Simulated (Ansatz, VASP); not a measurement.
B2W: VASP beside Ansatz

INCAR

```
PREC = Accurate
ENCUT = 520
EDIFF = 1E-6
ISMEAR = -1
SIGMA = 0.05
LREAL = F
LASPH = T
NELM = 100
ALGO = Normal
ISIF = 2
LWAVE = F
LCHARG = F
GGA = CA
NBANDS = 17
```

Contents of KPOINTS:

```
regular mesh
0
Gamma
  14 14 12
```

File POSCAR:

```
B2W
1.0
    3.0400020128      0.0000000000      0.0000000000
   -1.5200010064      2.6327189706      0.0000000000
    0.0000000000      0.0000000000      3.0701992642
B W
2 1
Direct
    0.3333333333      0.6666666667      0.5000000000
    0.6666666667      0.3333333333      0.5000000000
    0.0000000000      0.0000000000      0.0000000000
```

Input for Ansatz:

```yaml
crystal:
  lattice:
    - [3.0400020128, 0.0, 0.0]
    - [-1.5200010064, 2.6327189706, 0.0]
    - [0.0, 0.0, 3.0701992642]
  atoms:
    - { symbol: B, position: [0.3333333333, 0.6666666667, 0.5] }
    - { symbol: B, position: [0.6666666667, 0.3333333333, 0.5] }
    - { symbol: W, position: [0.0, 0.0, 0.0] }
kpoints:
  mp_grid: { grid: [14, 14, 12] }
  band_path:
    path:
      - [0.0, 0.0, 0.0]
      - [0.5, 0.0, 0.0]
      - [0.3333333333, 0.3333333333, 0.0]
      - [0.0, 0.0, 0.0]
      - [0.0, 0.0, 0.5]
      - [0.5, 0.0, 0.5]
      - [0.3333333333, 0.3333333333, 0.5]
      - [0.0, 0.0, 0.5]
      - [0.5, 0.0, 0.5]
    npoints: 5
scf:
  occupations: { method: fermi_dirac, width: 0.05 }
hamiltonian:
  xc: lda
  pseudopotentials: { kind: all_electron, lapw: { basis_error: 0.0005 } }
output:
  forces: true
  stress: true
  eigenvalues: true
```

Change from the starting cell: volume scaled by 1.02.

Alike in both runs: task single point; functional LDA; k mesh 14 × 14 × 12; occupations fermi-dirac, width 0.05 eV; no spin polarisation.

```csv
,VASP,Ansatz
version,VASP 6.6.1,Ansatz 0.2.0
potentials or method,"VASP PAW LDA potentials, release 64 (B, W_sv), cutoff 520 eV","all-electron LAPW, scalar-relativistic"
```

VASP gave:

```
pressure (GPa)                                                : 15.6
traceless stress, the component that is largest in VASP (GPa) : 11.03
```

Problem. Which values does Ansatz return?

Solution. Pressure (GPa): 13.6; traceless stress, the component that is largest in VASP (GPa): 10.82.

LDA's correlation is that of Perdew and Zunger in VASP and of Perdew and Wang (1992) in Ansatz. Ansatz ran all-electron here, and VASP with PAW potentials.

Spin-orbit coupling is off throughout.
